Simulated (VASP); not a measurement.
# BaSrTi2O6 in VASP: single point with PBEsol

Aim: the single point of BaSrTi2O6 with PBEsol.

All numbers are computed with VASP 6.6.1; they aren't measurements. Logs are shortened: lines on timing, memory, paths and dates and some standing lists are left out, and cuts for length are marked.

### Step 1. The cell of the first run

The typed cell holds 40 atoms: a = 7.881 Å, b = 7.881 Å, c = 7.881 Å, α = 90.00°, β = 90.00°, γ = 90.00°.

### Step 2. Single point, PBEsol

INCAR

```
PREC = Accurate
ENCUT = 520
EDIFF = 1E-6
ISMEAR = -1
SIGMA = 0.05
LREAL = Auto
LASPH = True
NELM = 60
ALGO = Normal
ISIF = 2
LWAVE = False
LCHARG = False
GGA = PS
NBANDS = 186
ISYM = 0
```

KPOINTS

```
Automatic mesh
0
Gamma
  1 1 1
  0.25 0.25 0.25
```

POSCAR

```
BaSrTi2O6
1.0
    7.8814958963      0.0000000000      0.0000000000
    0.0000000000      7.8814958963      0.0000000000
    0.0000000000      0.0000000000      7.8814958963
Ba Sr Ti O
4 4 8 24
Direct
    0.0032910000      0.0029870000      0.0029810000
    0.0032880000      0.0029870000      0.5029840000
    0.0032900000      0.5029910000      0.0029830000
    0.0032940000      0.5029900000      0.5029820000
    0.5047870000      0.0058060000      0.0058030000
    0.5047900000      0.0058110000      0.5058010000
    0.5047960000      0.5058210000      0.0057990000
    0.5048010000      0.5058190000      0.5058000000
    0.2620130000      0.2568280000      0.2568230000
    0.2620030000      0.2568300000      0.7568220000
    0.2619980000      0.7568290000      0.2568170000
    0.2620090000      0.7568290000      0.7568160000
    0.7524350000      0.2575180000      0.2575150000
    0.7524230000      0.2575120000      0.7575130000
    0.7524230000      0.7575180000      0.2575150000
    0.7524340000      0.7575140000      0.7575140000
    0.2548550000      0.2471940000      0.9962080000
    0.2548300000      0.2471780000      0.4962060000
    0.2548490000      0.7471800000      0.9962210000
    0.2548590000      0.7471860000      0.4962230000
    0.7394920000      0.2473420000      0.9964090000
    0.7395260000      0.2473430000      0.4964110000
    0.7395290000      0.7473390000      0.9964180000
    0.7395160000      0.7473380000      0.4964170000
    0.9946660000      0.2483610000      0.2483240000
    0.9946690000      0.2483600000      0.7483470000
    0.9946780000      0.7483600000      0.2483490000
    0.9946740000      0.7483570000      0.7483440000
    0.4975300000      0.2456970000      0.2457130000
    0.4975280000      0.2456970000      0.7456740000
    0.4975340000      0.7457120000      0.2456980000
    0.4975370000      0.7457150000      0.7457170000
    0.2548440000      0.9962210000      0.2471640000
    0.2548510000      0.9962230000      0.7471770000
    0.2548530000      0.4962240000      0.2471690000
    0.2548560000      0.4962280000      0.7471590000
    0.7395070000      0.9964230000      0.2473330000
    0.7395150000      0.9964220000      0.7473280000
    0.7395070000      0.4964270000      0.2473300000
    0.7395010000      0.4964270000      0.7473250000
```

Potentials or basis: VASP PAW PBE potentials, release 64 (Ba_sv, Sr_sv, Ti_sv, O).

Launch:

```bash
$ cat potpaw_PBE.64/Ba_sv/POTCAR potpaw_PBE.64/Sr_sv/POTCAR potpaw_PBE.64/Ti_sv/POTCAR potpaw_PBE.64/O/POTCAR > POTCAR
$ mpirun -np 1 vasp_std > vasp.out
```

OUTCAR:

```text
PREC = Accurate
   ENCUT = 520
   EDIFF = 1E-6
   ISMEAR = -1
   LREAL = Auto
   LASPH = True
   NELM = 60
   ISIF = 2
   GGA = PS
   ISYM = 0

 ion  position               nearest neighbor table
   1  0.003  0.003  0.003-  25 2.74  33 2.76  17 2.76  27 2.79  26 2.79  34 2.83  19 2.83  37 2.83
                            21 2.83  28 2.84  23 2.90  38 2.90  16 3.38  14 3.42  15 3.42  12 3.42
   2  0.003  0.003  0.503-  26 2.74  18 2.76  34 2.76  28 2.79  25 2.79  20 2.83  33 2.83  38 2.83
                            22 2.83  27 2.84  24 2.90  37 2.90  15 3.38  13 3.42  16 3.42  11 3.42
   3  0.003  0.503  0.003-  27 2.74  19 2.76  35 2.76  25 2.79  28 2.79  17 2.83  36 2.83  23 2.83
                            39 2.83  26 2.84  40 2.90  21 2.90  14 3.38  16 3.42  13 3.42  10 3.42
   4  0.003  0.503  0.503-  28 2.74  36 2.76  20 2.76  26 2.79  27 2.79  18 2.83  35 2.83  24 2.83
                            40 2.83  25 2.84  22 2.90  39 2.90  13 3.38  15 3.42  14 3.42   9 3.42
   5  0.505  0.006  0.006-  21 2.66  37 2.66  29 2.67  33 2.74  17 2.74  38 2.75  23 2.75  31 2.79
                            30 2.79  34 2.84  19 2.84  32 2.90  12 3.37  11 3.38  10 3.38  16 3.39
   6  0.505  0.006  0.506-  38 2.66  22 2.66  30 2.67  34 2.74  18 2.74  37 2.75  24 2.75  29 2.79
                            32 2.79  20 2.84  33 2.84  31 2.90  11 3.37   9 3.38  12 3.38  15 3.39
   7  0.505  0.506  0.006-  39 2.66  23 2.66  31 2.67  19 2.74  35 2.74  21 2.75  40 2.75  32 2.79
                            29 2.79  17 2.84  36 2.84  30 2.90  10 3.37  12 3.38   9 3.38  14 3.39
   8  0.505  0.506  0.506-  40 2.66  24 2.66  32 2.67  36 2.74  20 2.74  39 2.75  22 2.75  31 2.79
                            30 2.79  35 2.84  18 2.84  29 2.90   9 3.37  11 3.38  10 3.38  13 3.39
   9  0.262  0.257  0.257-  29 1.86  18 1.89  35 1.89  33 2.06  17 2.06  25 2.11   8 3.37   6 3.38
[... 37 lines left out ...]
  39  0.740  0.496  0.247-  13 1.89  15 2.06   7 2.66   8 2.75   3 2.83   4 2.90
  40  0.740  0.496  0.747-  14 1.89  16 2.06   8 2.66   7 2.75   4 2.83   3 2.90

IMPORTANT INFORMATION: All symmetrisations will be switched off!
NOSYMM: (Re-)initialisation of all symmetry stuff for point group C_1.

----------------------------------------------------------------------------------------

                                     Primitive cell

  volume of cell :     489.5826

  direct lattice vectors                    reciprocal lattice vectors
     7.881495896  0.000000000  0.000000000     0.126879467  0.000000000  0.000000000
     0.000000000  7.881495896  0.000000000     0.000000000  0.126879467  0.000000000
     0.000000000  0.000000000  7.881495896     0.000000000  0.000000000  0.126879467

  length of vectors
     7.881495896  7.881495896  7.881495896     0.126879467  0.126879467  0.126879467

  position of ions in fractional coordinates (direct lattice)
     0.003291000  0.002987000  0.002981000
     0.003288000  0.002987000  0.502984000
     0.003290000  0.502991000  0.002983000
[... 145 lines left out ...]
   EFERMI =   0.00;   METHOD = LEGACY
   ISMEAR =    -1;   SIGMA  =   0.05  broadening in eV -4-tet -1-fermi 0-gaus
   EFERMI_NEDOS =   21; number of points for ismear=-14 and -15
   IALGO  =     38    algorithm
   IMIX   =      4    mixing-type and parameters
     AMIX     =   0.40;   BMIX     =  1.00
     AMIX_MAG =   1.60;   BMIX_MAG =  1.00
  volume/ion in A,a.u.               =      12.24        82.60
  Fermi-wavevector in a.u.,A,eV,Ry     =   1.420745  2.684819 27.463587  2.018517
  Thomas-Fermi vector in A             =   2.541628
   LORBIT       =      0    0 simple, 1 ext, 2 COOP (PROOUT), +10 PAW based schemes
   GGA     = PS    functional components
   LHFCALC =     F    Hartree Fock is set to
   AEXX    =    0.0000 exact exchange contribution
   IVDW    =     0    specifies the selected vdW correction
   LEPSILON=     F    determine dielectric tensor
   LRPA    =     F    only Hartree local field effects (RPA)
 non-spin polarized calculation
  energy-cutoff  :      520.00
  volume of cell :      489.58
 maximum number of plane-waves:     13202
 NGX is ok and might be reduce to    60
   NGX = 29   NGY = 29   NGZ = 29

 number of electron     319.9999988 magnetization

 Free energy of the ion-electron system (eV)
  ---------------------------------------------------
  ext. energy  EPLUGINS =         0.00000000
  ---------------------------------------------------
  free energy    TOTEN  =      -336.05729248 eV

  energy without entropy =     -336.05729248  energy(sigma->0) =     -336.05729248

 E-fermi :   4.9700     XC(G=0): -11.5744

 val. band max:        3.7223298110   @ k =   0.2500   0.2500   0.2500
 cond. band min:       6.3820331202   @ k =  -0.2500   0.2500   0.2500
 fundamental gap:      2.6597033093
 Fermi energy:         4.9699534219

 k-point     1 :       0.2500    0.2500    0.2500
  band No.  band energies     occupation
      1     -52.1711      2.00000
      2     -52.1702      2.00000
      3     -52.1701      2.00000
      4     -52.1696      2.00000
      5     -52.1692      2.00000
      6     -52.1687      2.00000
[... 689 lines left out ...]
    171       7.5576      0.00000
    172       7.5676      0.00000
 [bands above 172 left out]

------------------------ aborting loop because EDIFF is reached ----------------------------------------

  FORCE on cell =-STRESS in cart. coord.  units (eV):
  Direction    XX          YY          ZZ          XY          YZ          ZX
  --------------------------------------------------------------------------------------
  -------------------------------------------------------------------------------------
  Total        4.0696426      4.4352839      4.4406073      0.6767673      0.6456105      0.6765335
  in kB       13.3180575     14.5146326     14.5320537      2.2147462      2.1127845      2.2139811
  external PRESSURE =      14.1215813 kB  Pullay stress =       0.0000000 kB

 VOLUME and BASIS-vectors are now :
 -----------------------------------------------------------------------------
  energy-cutoff  :      520.00
  volume of cell :      489.58
      direct lattice vectors                 reciprocal lattice vectors
     7.881495896  0.000000000  0.000000000     0.126879467  0.000000000  0.000000000
     0.000000000  7.881495896  0.000000000     0.000000000  0.126879467  0.000000000
     0.000000000  0.000000000  7.881495896     0.000000000  0.000000000  0.126879467

 POSITION                                       TOTAL-FORCE (eV/Angst)
 -----------------------------------------------------------------------------------
      0.02594      0.02354      0.02349        -0.032413     -0.032597     -0.032665
      0.02591      0.02354      3.96427        -0.032148     -0.032551     -0.032870
      0.02593      3.96432      0.02351        -0.032196     -0.032757     -0.032815
      0.02596      3.96431      3.96425        -0.032265     -0.032778     -0.032669
      3.97848      0.04576      0.04574        -0.020117     -0.018358     -0.018348
      3.97850      0.04580      3.98647        -0.020228     -0.018383     -0.018292
[... 32 lines left out ...]
      5.82842      3.91259      1.94933        -0.011964      0.055264      0.037410
      5.82837      3.91259      5.89004        -0.011647      0.055118      0.037704
 -----------------------------------------------------------------------------------
    total drift:                               -0.020146     -0.011919     -0.014032

  FREE ENERGIE OF THE ION-ELECTRON SYSTEM (eV)
  ---------------------------------------------------
  free  energy   TOTEN  =      -336.0572924807 eV

  energy  without entropy=     -336.0572924807  energy(sigma->0) =     -336.05729248
```

Wall time 19 min (1 thread of Intel Xeon Platinum 8259CL at 2.50GHz (Skylake/Cascade Lake), shared host); peak memory 0.64 GiB.

What came out:

```yaml
Free_energy: -336.0573 eV
Pressure: 1.4 GPa
Largest_force: 0.185 eV/Å
Band_gap_on_the_k_mesh: 2.66 eV
```

Forces in eV/Å, atoms in the order of the input:
```
Ba  -0.032 -0.033 -0.033
Ba  -0.032 -0.033 -0.033
Ba  -0.032 -0.033 -0.033
Ba  -0.032 -0.033 -0.033
Sr  -0.020 -0.018 -0.018
Sr  -0.020 -0.018 -0.018
Sr  -0.020 -0.019 -0.018
Sr  -0.021 -0.019 -0.018
Ti  -0.096 -0.096 -0.096
Ti  -0.095 -0.096 -0.097
Ti  -0.095 -0.097 -0.096
Ti  -0.096 -0.097 -0.095
Ti  -0.103 -0.108 -0.109
Ti  -0.102 -0.108 -0.108
Ti  -0.102 -0.108 -0.109
Ti  -0.103 -0.108 -0.108
O    0.076  0.032  0.066
O    0.077  0.033  0.066
O    0.076  0.033  0.065
O    0.076  0.033  0.065
O   -0.012  0.037  0.056
O   -0.012  0.037  0.056
O   -0.012  0.038  0.056
O   -0.012  0.037  0.056
O    0.049  0.038  0.038
O    0.048  0.038  0.039
O    0.048  0.038  0.038
O    0.049  0.038  0.038
O    0.073  0.026  0.026
O    0.073  0.026  0.026
O    0.073  0.026  0.026
O    0.073  0.026  0.026
O    0.076  0.067  0.033
O    0.076  0.065  0.033
O    0.076  0.066  0.033
O    0.076  0.066  0.033
O   -0.012  0.056  0.037
O   -0.012  0.056  0.037
O   -0.012  0.055  0.037
O   -0.012  0.055  0.038
```

Caveat: the PAW data sets were made with another functional, which shifts forces and pressure a little; spin-orbit coupling is left out, which moves the levels of the heavy elements; a shifted mesh leaves out Γ, where band edges can lie. A k mesh can miss the band edges.
